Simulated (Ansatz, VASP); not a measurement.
# Two plane-wave programs on H

```
H
1.0
     2.56678    0.00000    0.00000
     0.00000    2.56678    0.00000
     0.00000    0.00000    1.04482
H
1
Direct
  0.00000 0.00000 0.50000
```

Alike in both runs: task single point; functional PBE; dispersion D3(BJ); k mesh 12 × 12 × 30; occupations gaussian, width 0.05 eV; no spin polarisation.

|  | VASP | Ansatz |
| --- | --- | --- |
| version | VASP 6.6.1 | Ansatz 0.2.0 |
| potentials or method | VASP PAW PBE potentials, release 64 (H), cutoff 520 eV | scalar-relativistic, plane waves, PAW |
| valence electrons in the cell | 1 | 1 |

VASP gave:

```
gap on the k mesh at the Fermi level (eV)                     : none
pressure (GPa)                                                : -6.1
traceless stress, the component that is largest in VASP (GPa) : -12.02
```

Task: Which values does Ansatz return?

Result: gap on the k mesh at the Fermi level (eV): none; pressure (GPa): -5.8; traceless stress, the component that is largest in VASP (GPa): -11.96.

A gap of «none» marks a metal or a gap that the smearing closes.
